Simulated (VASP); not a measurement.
# ZnRe (P1) in VASP: further runs

Runs on ZnRe. Level: revPBE. Tasks: single point.

Everything below comes from runs of VASP 6.6.1. Logs are shortened: lines on timing, memory, paths and dates and some standing lists are left out, and cuts for length are marked.

### Step 1. The cell of the first run

The typed cell holds 2 atoms: a = 2.754 Å, b = 2.728 Å, c = 4.506 Å, α = 90.09°, β = 90.11°, γ = 119.84°.

### Step 2. Single point, revPBE

Contents of INCAR:

```
PREC = Accurate
ENCUT = 500
EDIFF = 1E-6
ISMEAR = -1
SIGMA = 0.02
LREAL = F
LASPH = T
NELM = 120
ALGO = Normal
ISIF = 2
LWAVE = F
LCHARG = F
GGA = RE
NBANDS = 20
GGA_COMPAT = F
```

Contents of KPOINTS:

```
regular mesh
0
Gamma
  8 8 5
```

Contents of POSCAR:

```
ZnRe
1.0
    2.7544339146      0.0114708180     -0.0027354257
   -1.3672835684      2.3604028307     -0.0020465776
   -0.0044725209     -0.0064591986      4.5060048608
Zn Re
1 1
Direct
    0.0077500000      0.0130000000      0.0514000000
    0.3758500000      0.7058400000      0.5251400000
```

Potentials or basis: VASP PAW PBE potentials, release 64 (Zn, Re_sv_GW).

Started as:

```console
cat potpaw_PBE.64/Zn/POTCAR potpaw_PBE.64/Re_sv_GW/POTCAR > POTCAR
mpirun -np 1 vasp_std > vasp.out
```

OUTCAR:

```text
PREC = Accurate
   ENCUT = 500
   EDIFF = 1E-6
   ISMEAR = -1
   LREAL = F
   LASPH = T
   NELM = 120
   ISIF = 2
   GGA = RE

 ion  position               nearest neighbor table
   1  0.008  0.013  0.051-   2 2.62   2 2.67   2 2.69   2 2.81   2 2.86   2 2.89
   2  0.376  0.706  0.525-   1 2.62   1 2.67   1 2.69   1 2.81   1 2.86   1 2.89

  LATTYP: Found a triclinic cell.
 ALAT       =     2.7477251602
 B/A-ratio  =     0.9927536404
 C/A-ratio  =     1.6399062669
 COS(alpha) =     0.0014931377
 COS(beta)  =     0.0034788153
 COS(gamma) =     0.4939051528

  Lattice vectors:

 A1 = (  -1.3871503462,  -2.3718736487,   0.0047820033)
 A2 = (   1.3672835684,  -2.3604028307,   0.0020465776)
 A3 = (  -0.0044725209,  -0.0064591986,   4.5060048608)

Analysis of symmetry for initial positions (statically):
=====================================================================
 Subroutine PRICEL returns:
 Original cell was already a primitive cell.

 Routine SETGRP: Setting up the symmetry group for a
 triclinic supercell.

 Subroutine GETGRP returns: Found  1 space group operations
 (whereof  1 operations were pure point group operations)
 out of a pool of  2 trial point group operations.

The static configuration has the point symmetry C_1 .

Analysis of symmetry for dynamics (positions and initial velocities):
=====================================================================
 Subroutine PRICEL returns:
 Original cell was already a primitive cell.

 Routine SETGRP: Setting up the symmetry group for a
 triclinic supercell.

 Subroutine GETGRP returns: Found  1 space group operations
 (whereof  1 operations were pure point group operations)
 out of a pool of  2 trial point group operations.

The dynamic configuration has the point symmetry C_1 .

 Subroutine INISYM returns: Found  1 space group operations
 (whereof  1 operations are pure point group operations),
 and found     1 'primitive' translations

----------------------------------------------------------------------------------------

                                     Primitive cell

  volume of cell :      29.3667

  direct lattice vectors                    reciprocal lattice vectors
     2.754433915  0.011470818 -0.002735426     0.362177970  0.209795265  0.000660221
    -1.367283568  2.360402831 -0.002046578    -0.001759472  0.422637834  0.000604090
    -0.004472521 -0.006459199  4.506004861     0.000219065  0.000319316  0.221926756

  length of vectors
     2.754459158  2.727814156  4.506011710     0.418553904  0.422641928  0.221927094

  position of ions in fractional coordinates (direct lattice)
     0.007750000  0.013000000  0.051400000
     0.375850000  0.705840000  0.525140000

  ion indices of the primitive-cell ions
   primitive index   ion index
                 1           1
                 2           2

----------------------------------------------------------------------------------------

 KPOINTS: regular mesh

Automatic generation of k-mesh.
 Grid dimensions read from file:
 generate k-points for:    8    8    5

 Generating k-lattice:

  Cartesian coordinates                     Fractional coordinates (reciprocal lattice)
     0.045272246  0.026224408  0.000082528     0.125000000 -0.000000000  0.000000000
    -0.000219934  0.052829729  0.000075511    -0.000000000  0.125000000  0.000000000
     0.000043813  0.000063863  0.044385351     0.000000000 -0.000000000  0.200000000

  Length of vectors
     0.052319238  0.052830241  0.044385419

  Shift w.r.t. Gamma in fractional coordinates (k-lattice)
     0.000000000  0.000000000  0.000000000

 Subroutine IBZKPT returns following result:
 ===========================================

 Found    162 irreducible k-points:

 Following reciprocal coordinates:
            Coordinates               Weight
  0.000000  0.000000  0.000000      1.000000
  0.125000 -0.000000  0.000000      2.000000
  0.250000 -0.000000  0.000000      2.000000
  0.375000 -0.000000  0.000000      2.000000
  0.500000 -0.000000  0.000000      1.000000
 -0.000000  0.125000  0.000000      2.000000
[... 16 lines left out ...]
  0.125000  0.375000  0.000000      2.000000
  0.250000  0.375000  0.000000      2.000000
 [... further k-points ...]
   k-points           NKPTS =    162   k-points in BZ     NKDIM =    162   number of bands    NBANDS=     20
   number of dos      NEDOS =    301   number of ions     NIONS =      2
   total plane-waves  NPLWV =  14400
   dimension x,y,z NGX =    20 NGY =   20 NGZ =   36
   dimension x,y,z NGXF=    40 NGYF=   40 NGZF=   72
   ions per type =               1   1
   NGX,Y,Z   is equivalent  to a cutoff of  12.07, 12.19, 13.28 a.u.
   NGXF,Y,Z  is equivalent  to a cutoff of  24.14, 24.38, 26.56 a.u.
 SYSTEM =  unknown system
   PREC   = accura    normal or accurate (medium, high low for compatibility)
   ISTART =      0    job   : 0-new  1-cont  2-samecut
   ICHARG =      2    charge: 1-file 2-atom 10-const
   ISPIN  =      1    spin polarized calculation?
   LNONCOLLINEAR =      F non collinear calculations
   LSORBIT =      F    spin-orbit coupling
   LASPH  =      T    aspherical Exc in radial PAW
   ENCUT  =  500.0 eV  36.75 Ry    6.06 a.u.   5.02  4.97  8.22*2*pi/ulx,y,z
   NELM   =    120;   NELMIN=  2; NELMDL= -5     # of ELM steps
   EDIFF  = 0.1E-05   stopping-criterion for ELM
   LREAL  =      F    real-space projection
[... 7 lines left out ...]
   TEBEG  =    0.0;   TEEND  =   0.0 temperature during run
   PSTRESS=    0.0 pullay stress
   NELECT =      27.0000    total number of electrons
   NUPDOWN=      -1.0000    fix difference up-down
   EMIN   =  10.00;   EMAX   =-10.00  energy-range for DOS
   EFERMI =   0.00;   METHOD = LEGACY
   ISMEAR =    -1;   SIGMA  =   0.02  broadening in eV -4-tet -1-fermi 0-gaus
   EFERMI_NEDOS =   21; number of points for ismear=-14 and -15
   IALGO  =     38    algorithm
   IMIX   =      4    mixing-type and parameters
     AMIX     =   0.40;   BMIX     =  1.00
     AMIX_MAG =   1.60;   BMIX_MAG =  1.00
  volume/ion in A,a.u.               =      14.68        99.09
  Fermi-wavevector in a.u.,A,eV,Ry     =   1.591883  3.008222 34.478387  2.534090
  Thomas-Fermi vector in A             =   2.690354
   LORBIT       =      0    0 simple, 1 ext, 2 COOP (PROOUT), +10 PAW based schemes
   GGA     = RE    functional components
   LHFCALC =     F    Hartree Fock is set to
   AEXX    =    0.0000 exact exchange contribution
   IVDW    =     0    specifies the selected vdW correction
   LEPSILON=     F    determine dielectric tensor
   LRPA    =     F    only Hartree local field effects (RPA)
 non-spin polarized calculation
  energy-cutoff  :      500.00
  volume of cell :       29.37
 maximum number of plane-waves:       763
   NGX =  9   NGY =  9   NGZ = 17

 number of electron      26.9999997 magnetization

 Free energy of the ion-electron system (eV)
  ---------------------------------------------------
  ext. energy  EPLUGINS =         0.00000000
  ---------------------------------------------------
  free energy    TOTEN  =       -13.76336405 eV

  energy without entropy =      -13.76110332  energy(sigma->0) =      -13.76223368

 E-fermi :   8.1699     XC(G=0): -12.9677

 val. band max:        8.1587149010   @ k =   0.3750  -0.1250   0.4000
 cond. band min:       8.1704091630   @ k =   0.0000   0.5000   0.4000
 fundamental gap:      0.0116942620
 Fermi energy:         8.1698687512

 k-point     1 :       0.0000    0.0000    0.0000
  band No.  band energies     occupation
      1     -71.9618      2.00000
      2     -33.9282      2.00000
      3     -33.2665      2.00000
      4     -33.2486      2.00000
      5      -2.0471      2.00000
      6       0.2718      2.00000
[... 12 lines left out ...]
     19      25.1325      0.00000
     20      25.5207      0.00000

 k-point     2 :       0.1250   -0.0000    0.0000
  band No.  band energies     occupation
      1     -71.9512      2.00000
      2     -33.9095      2.00000
      3     -33.4073      2.00000
      4     -33.2805      2.00000
      5      -1.5467      2.00000
      6       0.4264      2.00000
[... 12 lines left out ...]
     19      23.4756      0.00000
     20      23.7287      0.00000

 k-point     3 :       0.2500   -0.0000    0.0000
  band No.  band energies     occupation
      1     -71.9248      2.00000
      2     -33.8627      2.00000
      3     -33.7368      2.00000
      4     -33.3560      2.00000
      5      -0.2738      2.00000
      6       0.5784      2.00000
[... 12 lines left out ...]
     19      21.0366      0.00000
     20      23.1963      0.00000

 k-point     4 :       0.3750   -0.0000    0.0000
  band No.  band energies     occupation
      1     -71.8978      2.00000
      2     -34.0541      2.00000
      3     -33.8148      2.00000
      4     -33.4299      2.00000
      5       0.2703      2.00000
      6       0.6658      2.00000
[... 12 lines left out ...]
     19      19.2073      0.00000
     20      21.3465      0.00000

 k-point     5 :       0.5000   -0.0000    0.0000
  band No.  band energies     occupation
      1     -71.8865      2.00000
      2     -34.1818      2.00000
      3     -33.7946      2.00000
      4     -33.4604      2.00000
      5       0.2345      2.00000
      6       0.5726      2.00000
[... 12 lines left out ...]
     19      18.3766      0.00000
     20      19.5382      0.00000
[... 353 lines left out ...]
      6       0.6168      2.00000
[... 12 lines left out ...]
     19      19.3953      0.00000
     20      24.1266      0.00000

 k-point    22 :      -0.0000    0.3750    0.0000
  band No.  band energies     occupation
      1     -71.8935      2.00000
      2     -34.0667      2.00000
      3     -33.8090      2.00000
      4     -33.4613      2.00000
      5       0.2523      2.00000
      6       0.6290      2.00000
[... 12 lines left out ...]
     19      18.8583      0.00000
     20      21.6247      0.00000

 k-point    23 :       0.1250    0.3750    0.0000
  band No.  band energies     occupation
      1     -71.8825      2.00000
      2     -34.1233      2.00000
      3     -33.7894      2.00000
      4     -33.5701      2.00000
      5       0.3507      2.00000
      6       0.5761      2.00000
[... 12 lines left out ...]
     19      16.1009      0.00000
     20      20.9486      0.00000

 k-point    24 :       0.2500    0.3750    0.0000
  band No.  band energies     occupation
      1     -71.8748      2.00000
      2     -34.0346      2.00000
      3     -33.7787      2.00000
      4     -33.7750      2.00000
      5       0.5921      2.00000
      6       0.6139      2.00000
[... 12 lines left out ...]
     19      19.3252      0.00000
     20      19.6696      0.00000

 [... further k-points ...]
[... 5 lines left out ...]
  --------------------------------------------------------------------------------------
  -------------------------------------------------------------------------------------
  Total        0.3981978      0.6856353      0.1227102     -0.1688673     -0.0316237     -0.0451170
  in kB       21.7247193     37.4066245      6.6947731     -9.2129991     -1.7253125     -2.4614779
  external PRESSURE =      21.9420390 kB  Pullay stress =       0.0000000 kB

 VOLUME and BASIS-vectors are now :
 -----------------------------------------------------------------------------
  energy-cutoff  :      500.00
  volume of cell :       29.37
      direct lattice vectors                 reciprocal lattice vectors
     2.754433915  0.011470818 -0.002735426     0.362177970  0.209795265  0.000660221
    -1.367283568  2.360402831 -0.002046578    -0.001759472  0.422637834  0.000604090
    -0.004472521 -0.006459199  4.506004861     0.000219065  0.000319316  0.221926756

 POSITION                                       TOTAL-FORCE (eV/Angst)
 -----------------------------------------------------------------------------------
      0.00334      0.03044      0.23156         0.118021      0.106249     -1.168802
      0.06782      1.66699      2.36381        -0.118021     -0.106249      1.168802
 -----------------------------------------------------------------------------------
    total drift:                                0.000263     -0.000145      0.001057

  FREE ENERGIE OF THE ION-ELECTRON SYSTEM (eV)
  ---------------------------------------------------
  free  energy   TOTEN  =       -13.7633640526 eV

  energy  without entropy=      -13.7611033169  energy(sigma->0) =      -13.76223368
```

Run time: 36 s. Hardware: 1 thread of Intel Xeon 6975P-C (Granite Rapids), shared host; peak memory 0.22 GiB.

What came out:

```
Free energy   : -13.7634 eV
Pressure      : 2.2 GPa
Largest force : 1.180 eV/Å
```

Forces on the atoms (eV/Å):
```
Zn   0.118  0.106 -1.169
Re  -0.118 -0.106  1.169
```

Stress tensor (GPa, compression positive):
```
 2.17 -0.92 -0.25
-0.92  3.74 -0.17
-0.25 -0.17  0.67
```

Levels at points of the mesh, in eV from the Fermi level:
```tsv
k point	band 12	band 13	band 14	band 15	band 16	band 17
(0.00, 0.00, 0.00)	-1.51	-1.32	-1.08	1.78	1.83	4.70
(0.50, 0.00, 0.00)	-3.29	-1.58	0.90	4.24	4.96	6.43
(0.00, 0.50, 0.00)	-3.11	-1.51	0.77	4.29	5.06	6.09
(0.50, 0.50, 0.00)	-3.17	-1.52	0.80	4.27	5.04	6.21
```

Caveat: the PAW data sets were made with another functional, which shifts forces and pressure a little; spin-orbit coupling is left out, which moves the levels of the heavy elements.

### Step 3. Single point, revPBE

This run uses another cell than the first one, of 14.76 Å³/atom, 1.005 times its volume.

Contents of INCAR:

```
SYSTEM = ZnRe
PREC     = Accurate       ! precision mode
ENCUT    = 500            ! plane-wave cutoff, eV
EDIFF    = 1E-6           ! SCF threshold, eV
ISMEAR   = -1             ! smearing method
SIGMA    = 0.02           ! smearing width, eV
LREAL    = .FALSE.        ! projectors in reciprocal space
LASPH    = .TRUE.         ! aspherical terms in the spheres
NELM     = 120            ! most SCF steps
ALGO     = Normal         ! electronic algorithm
ISIF     = 2              ! what is computed and relaxed
LWAVE    = .FALSE.        ! write WAVECAR
LCHARG   = .TRUE.         ! write CHGCAR
GGA      = RE             ! functional
LELF     = .TRUE.         ! ELF
LVHAR    = .TRUE.       
NBANDS   = 20             ! bands
GGA_COMPAT= .FALSE.
```

Contents of KPOINTS:

```
regular mesh
0
G
  8 8 5
  0 0 0
```

Contents of POSCAR:

```
ZnRe
1.0
    2.7590400000      0.0114900000     -0.0027400000
   -1.3695700000      2.3643500000     -0.0020500000
   -0.0044800000     -0.0064700000      4.5135400000
Zn Re
1 1
Direct
    0.0005185334      0.0130351307      0.0513956260
    0.3758500000      0.7058400000      0.5251400000
```

Potentials or basis: VASP PAW PBE potentials, release 64 (Zn, Re_sv_GW).

Started as:

```console
cat potpaw_PBE.64/Zn/POTCAR potpaw_PBE.64/Re_sv_GW/POTCAR > POTCAR
mpirun -np 1 vasp_std > vasp.out
```

Wall time 51 s (1 thread of Intel Xeon Platinum 8488C (Sapphire Rapids), shared host); peak memory 0.22 GiB.

The run converged. Its results:

* Free energy: -13.7634 eV
* Pressure: 1.1 GPa
* Largest force: 1.164 eV/Å

Forces on the atoms (eV/Å):
```
Zn   0.158  0.110 -1.148
Re  -0.158 -0.110  1.148
```

Stress tensor (GPa, compression positive):
```
 1.00 -0.84 -0.41
-0.84  2.51 -0.20
-0.41 -0.20 -0.13
```

Levels at points of the mesh, in eV from the Fermi level:
| k point | band 11 | band 12 | band 13 | band 14 | band 15 | band 16 | band 17 | band 18 |
| --- | --- | --- | --- | --- | --- | --- | --- | --- |
| (0.00, 0.00, 0.00) | -4.98 | -1.50 | -1.31 | -1.07 | 1.76 | 1.82 | 4.67 | 13.97 |
| (0.50, 0.00, 0.00) | -4.07 | -3.28 | -1.57 | 0.89 | 4.20 | 4.93 | 6.44 | 6.76 |
| (0.00, 0.50, 0.00) | -3.84 | -3.09 | -1.51 | 0.76 | 4.25 | 5.03 | 6.07 | 6.75 |
| (0.50, 0.50, 0.00) | -3.88 | -3.13 | -1.53 | 0.79 | 4.23 | 5.01 | 6.14 | 6.72 |

Caveat: the PAW data sets were made with another functional, which shifts forces and pressure a little; spin-orbit coupling is left out, which moves the levels of the heavy elements.

### Step 4. Single point, revPBE

This run uses another cell than the first one, of 14.76 Å³/atom, 1.005 times its volume.

Contents of INCAR:

```
ALGO = Normal ; EDIFF = 1E-6
ENCUT = 500 ; GGA = RE
GGA_COMPAT = F ; ISIF = 2
ISMEAR = -1 ; LASPH = T
LCHARG = F ; LREAL = F
LWAVE = F ; NBANDS = 20
NELM = 120 ; PREC = Accurate
SIGMA = 0.02
```

Contents of KPOINTS:

```
k-points
0
Gamma
  8 8 5
```

POSCAR, as its differences from that of step 3:

```diff
@@ -8,3 +8,3 @@
 Direct
-    0.0005185334      0.0130351307      0.0513956260
+    0.0095578667      0.0129912173      0.0514010935
     0.3758500000      0.7058400000      0.5251400000
```

Started as:

```console
cat potpaw_PBE.64/Zn/POTCAR potpaw_PBE.64/Re_sv_GW/POTCAR > POTCAR
mpirun -np 1 vasp_std > vasp.out
```

Wall time 67 s (1 thread of AMD EPYC 9R14 (Zen 4), shared host); peak memory 0.19 GiB.

The run converged. Its results:

- Free energy: -13.7667 eV
- Pressure: 1.1 GPa
- Largest force: 1.153 eV/Å

Forces in eV/Å, atoms in the order of the input:
```
Zn   0.106  0.104 -1.143
Re  -0.106 -0.104  1.143
```

Stress tensor (GPa, compression positive):
```
 0.99 -0.93 -0.20
-0.93  2.56 -0.16
-0.20 -0.16 -0.31
```

Levels at points of the mesh, in eV from the Fermi level:
```csv
k point,band 11,band 12,band 13,band 14,band 15,band 16,band 17,band 18
"(0.00, 0.00, 0.00)",-4.97,-1.50,-1.31,-1.07,1.76,1.82,4.67,13.99
"(0.50, 0.00, 0.00)",-4.05,-3.26,-1.58,0.89,4.20,4.93,6.39,6.72
"(0.00, 0.50, 0.00)",-3.84,-3.09,-1.51,0.76,4.25,5.03,6.06,6.75
"(0.50, 0.50, 0.00)",-3.91,-3.15,-1.52,0.79,4.23,5.00,6.20,6.75
```

Caveat: the PAW data sets were made with another functional, which shifts forces and pressure a little; spin-orbit coupling is left out, which moves the levels of the heavy elements.
